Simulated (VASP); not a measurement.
The system is TiC (dsol).

```
Ti C
1.0
     0.00000    2.16572    2.16572
     2.16572    0.00000    2.16572
     2.16572    2.16572    0.00000
Ti C
1 1
Direct
  0.00000 0.00000 0.00000
  0.50000 0.50000 0.50000
```

```yaml
Program: VASP 6.6.1
Task: relaxation of cell and atoms
Functional: PBEsol
Potentials_or_basis: VASP PAW PBE potentials, release 64 (Ti_sv, C)
Cutoff: 600 eV
k_mesh: 14 × 14 × 14
Occupations: gaussian, width 0.1 eV
Spin: no spin polarisation
```

At the start: pressure -6.6 GPa; volume 10.16 Å³/atom.

**Question.** Where does the relaxation end?

**Answer.** Over 3 steps the energy falls by 5.5 meV/atom and the volume is 9.90 Å³/atom (-2.5 %); space group Fm-3m (No. 225, to 0.05 Å).

The path:
```csv
step,energy change (eV),largest force (eV/Å),pressure (GPa),volume (Å³)
1,0.0000,0.0000,-6.57,20.32
2,0.0094,0.0000,9.88,19.12
3,-0.0109,0.0000,-0.02,19.80
```

Final structure:
```xyz
2
Lattice="0.0000 2.1472 2.1472 2.1472 0.0000 2.1472 2.1472 2.1472 0.0000" Properties=species:S:1:pos:R:3 pbc="T T T"
Ti    0.0000    0.0000    0.0000
C     2.1472    2.1472    2.1472
```

Caveat: the PAW data sets were made with another functional, which shifts forces and pressure a little.
